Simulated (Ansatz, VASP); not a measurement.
**KI in VASP and in Ansatz**

```
CELL_PARAMETERS angstrom
0.00000 3.50248 3.50248
3.50248 0.00000 3.50248
3.50248 3.50248 0.00000
ATOMIC_POSITIONS crystal
K 0.00000 0.00000 0.00000
I 0.50000 0.50000 0.50000
```

Change from the starting cell: unstrained.

Alike in both runs: task single point; functional PBEsol; k mesh 6 × 6 × 6; non-collinear spin, spin-orbit coupling.

|  | VASP | Ansatz |
| --- | --- | --- |
| version | VASP 6.6.1 | Ansatz 0.2.0 |
| potentials or method | VASP PAW PBE potentials, release 64 (K_sv, I), cutoff 520 eV | all-electron LAPW |
| occupations | gaussian, width 0.01 eV | fixed |

|  | VASP | Ansatz | Ansatz less VASP |
| --- | --- | --- | --- |
| pressure (GPa) | 0.1 | 0.0 | -0.04 |
| net moment per atom (μB) | 0.00 | 0.00 | 0.000 |

VASP's potentials were made for PBE, not for PBEsol. Ansatz ran all-electron here, and VASP with PAW potentials.
